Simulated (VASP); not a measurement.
LiF, 4 atoms in the cell. It takes space group P6_3mc (No. 186, hexagonal). Conventional cell: a = 3.020 Å, b = 3.020 Å, c = 4.742 Å, α = 90.00°, β = 90.00°, γ = 120.00°. F (site symmetry 3m) has 4 Li at 1.82 to 1.84 Å within 2.4 Å. Li (site symmetry 3m) has 4 F at 1.82 to 1.84 Å within 2.4 Å. 

| Item | Value |
| --- | --- |
| Program | VASP 6.6.1 |
| Task | single point |
| Functional | PBE |
| Potentials or basis | VASP PAW PBE potentials, release 64 (F, Li_sv) |
| Cutoff | 520 eV |
| k mesh | 10 × 10 × 6 |
| Occupations | fermi-dirac, width 0.05 eV |
| Spin | no spin polarisation |
| Dipole correction | no |
| Further INCAR settings | ALGO = Normal; EDIFF = 1e-06; NBANDS = 18 |

Potentials or basis: VASP PAW PBE potentials, release 64 (F, Li_sv).

Command:

```bash
$ cat potpaw_PBE.64/F/POTCAR potpaw_PBE.64/Li_sv/POTCAR > POTCAR
$ mpirun -np 1 vasp_std > vasp.out
```

Hardware: 1 thread of Intel(R) Xeon(R) Platinum 8259CL CPU @ 2.50GHz (Skylake/Cascade Lake), with other jobs on the host.

**Question.** Estimate the wall time of this run.

**Answer.** It took 32 s on 1 thread of Intel(R) Xeon(R) Platinum 8259CL CPU @ 2.50GHz (Skylake/Cascade Lake) (shared host), peak memory 0.16 GiB. Counts: scf iterations 13, k points 56.
